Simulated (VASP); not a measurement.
Cu, 4 atoms in the cell. The cell holds a slab with vacuum, 4 atoms: a = 2.520 Å, b = 3.564 Å, c = 19.780 Å, α = 90.00°, β = 90.00°, γ = 90.00°. 

| Quantity | Value |
| --- | --- |
| Program | VASP 6.6.1 |
| Task | single point |
| Functional | PBEsol |
| Potentials or basis | VASP PAW PBE potentials, release 64 (Cu) |
| Cutoff | 520 eV |
| k mesh | 14 × 10 × 1 |
| Occupations | fermi-dirac, width 0.1 eV |
| Spin | no spin polarisation |
| Dipole correction | yes |
| Further INCAR settings | ALGO = Normal; EDIFF = 1e-07; NBANDS = 30 |

Potentials or basis: VASP PAW PBE potentials, release 64 (Cu).

Run with:

```console
$ cat potpaw_PBE.64/Cu/POTCAR > POTCAR
$ mpirun -np 1 vasp_std > vasp.out
```

Hardware: 1 thread of Intel(R) Xeon(R) Platinum 8488C (Sapphire Rapids) (shared host).

Question: How long does it take, and how much memory?

Answer: Run time: 4.9 min on 1 thread of Intel(R) Xeon(R) Platinum 8488C (Sapphire Rapids) (shared host), peak memory 0.37 GiB. Counts: scf iterations 24, k points 48.
